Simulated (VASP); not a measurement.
# Ba: relaxation of cell and atoms with PBE

The system is Ba.

```
Ba
1.0
    -2.50500    2.50500    2.50500
     2.50500   -2.50500    2.50500
     2.50500    2.50500   -2.50500
Ba
1
Direct
  0.00000 0.00000 0.00000
```

| Item | Value |
| --- | --- |
| Program | VASP 6.6.1 |
| Task | relaxation of cell and atoms |
| Functional | PBE |
| Potentials or basis | VASP PAW PBE potentials, release 64 (Ba_sv) |
| Cutoff | 500 eV |
| k mesh | 12 × 12 × 12 |
| Occupations | fermi-dirac, width 0.1 eV |
| Spin | no spin polarisation |
| Target pressure | 20 GPa |
| Dipole correction | no |
| Further INCAR settings | ALGO = Normal; EDIFF = 1e-07; IBRION = 2; EDIFFG = -0.03; NSW = 80; ISIF = 3 |

```
Relaxed volume                                             : 29.87 Å³/atom
Relaxed cell                                               : a = 3.385 Å, b = 3.385 Å, c = 3.385 Å, α = 109.47°, β = 109.47°, γ = 109.47°
Space group after relaxing (to 0.1 Å)                      : Im-3m (No. 229)
Energy change on relaxing (the run minimises the enthalpy) : +1240.5 meV/atom
Ionic steps                                                : 5
Pressure after relaxing                                    : 20.0 GPa
Band gap on the k mesh                                     : zero (bands 5 and 6 overlap by 4.55 eV)
```

The path:
```tsv
step	energy change (eV)	largest force (eV/Å)	pressure (GPa)	volume (Å³)
1	0.0000	0.0000	0.12	62.88
2	7.7285	0.0000	225.17	15.25
3	0.9321	0.0000	15.07	32.71
4	1.0380	0.0000	16.75	31.64
5	1.2405	0.0000	19.96	29.87
```

Final structure:
```xyz
1
Lattice="-1.9545 1.9545 1.9545 1.9545 -1.9545 1.9545 1.9545 1.9545 -1.9545" Properties=species:S:1:pos:R:3 pbc="T T T"
Ba    0.0000    0.0000    0.0000
```

Levels at points of the mesh, in eV from the Fermi level:
```
           k point  band 1  band 2  band 3  band 4  band 5  band 6  band 7  band 8  band 9
(0.00, 0.00, 0.00)  -28.86  -12.09  -12.09  -12.09   -2.02    2.35    2.35    2.35    5.11
(0.50, 0.00, 0.00)  -28.11  -15.53  -13.13  -12.20   -1.85   -0.09    5.67    5.80    6.75
(0.50, 0.50, 0.50)  -27.62  -14.33  -14.33  -14.33   -2.59   -2.59    9.10    9.10    9.77
```

Run time: 51 s on 1 thread of Intel(R) Xeon(R) 6975P-C (Granite Rapids) (shared host), peak memory 0.22 GiB.

Caveat: the cell is relaxed towards a set pressure, so the run minimises the enthalpy, not the energy; the volume moved by over 15 % at a fixed basis, so the end points are rough; spin-orbit coupling is left out, which moves the levels of the heavy elements.
